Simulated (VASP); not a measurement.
Re: single point with PBEsol

The system is Re.

```
Re
1.0
     2.76080    0.00000    0.00000
    -1.38040    2.39092    0.00000
     0.00000    0.00000    4.45820
Re
2
Direct
  0.66667 0.33333 0.75000
  0.33333 0.66667 0.25000
```

```yaml
Program: VASP 6.6.1
Task: single point
Functional: PBEsol
Potentials_or_basis: VASP PAW PBE potentials, release 64 (Re)
Cutoff: 520 eV
k_mesh: 16 × 16 × 9
Occupations: fermi-dirac, width 0.05 eV
Spin: no spin polarisation
```

```
Pressure               : -4.2 GPa
Band gap on the k mesh : zero (band 7 reaches 9.33 eV, above the bottom of band 8 at 6.10 eV)
```

Stress tensor (GPa, compression positive):
```
-4.19  0.00  0.00
 0.00 -4.19  0.00
 0.00  0.00 -4.36
```

Levels at points of the mesh, in eV from the Fermi level:
| k point | band 5 | band 6 | band 7 | band 8 | band 9 | band 10 |
| --- | --- | --- | --- | --- | --- | --- |
| (0.00, 0.00, 0.00) | -1.57 | -0.73 | -0.73 | 0.20 | 0.20 | 0.62 |
| (0.50, 0.00, 0.00) | -1.73 | -1.36 | -0.59 | 3.99 | 4.39 | 4.52 |

Run time: 33 s on 1 thread of Intel(R) Xeon(R) Platinum 8375C CPU @ 2.90GHz (Ice Lake), with other jobs on the host, peak memory 0.19 GiB.

Caveat: the PAW data sets were made with another functional, which shifts forces and pressure a little; spin-orbit coupling is left out, which moves the levels of the heavy elements.
